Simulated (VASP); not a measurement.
Wanted: the native input for a VASP 6.6.1 run.

```yaml
Task: single point
Functional: PBE
Potentials_or_basis: VASP PAW PBE potentials, release 64 (Cl)
Cutoff: 520 eV
k_mesh: 14 × 14 × 8
Occupations: fermi-dirac, width 0.08 eV
Spin: no spin polarisation
Dipole_correction: no
Further_INCAR_settings: ALGO = Normal; EDIFF = 1e-06; NBANDS = 14
```

The structure of Cl lies in POSCAR:

```
Cl
1.0
    3.1864627480      0.0000000000      0.0000000000
   -1.5932313740      2.7595576880      0.0000000000
    0.0000000000      0.0000000000      3.9110329245
Cl
2
Direct
    0.3333333333      0.6666666667      0.2500000000
    0.6666666667      0.3333333333      0.7500000000
```

This cell differs from its parent crystal: volume scaled by 0.75.

One way to write it, as run:

INCAR

```
SYSTEM = Cl
PREC     = Accurate       ! precision mode
ENCUT    = 520            ! plane-wave cutoff, eV
EDIFF    = 1E-6           ! SCF threshold, eV
ISMEAR   = -1             ! smearing method
SIGMA    = 0.08           ! smearing width, eV
LREAL    = .False.        ! projectors in reciprocal space
LASPH    = .True.         ! aspherical terms in the spheres
NELM     = 100            ! most SCF steps
ALGO     = Normal         ! electronic algorithm
ISIF     = 2              ! what is computed and relaxed
LWAVE    = .False.        ! write WAVECAR
LCHARG   = .False.        ! write CHGCAR
GGA      = PE             ! functional
NBANDS   = 14             ! bands
```

KPOINTS

```
Automatic mesh
0
Gamma
  14 14 8
  0 0 0
```

Potentials or basis: VASP PAW PBE potentials, release 64 (Cl).

The run is started by

```sh
$ cat potpaw_PBE.64/Cl/POTCAR > POTCAR
$ mpirun -np 1 vasp_std > vasp.out
```

It gave:

```yaml
Pressure: 14.6 GPa
Band_gap_on_the_k_mesh: zero (band 7 reaches 5.93 eV, above the bottom of band 8 at 3.80 eV)
```

It took 55 s on 1 thread of Intel(R) Xeon(R) Platinum 8375C CPU @ 2.90GHz (Ice Lake), with other jobs on the host, peak memory 0.16 GiB.
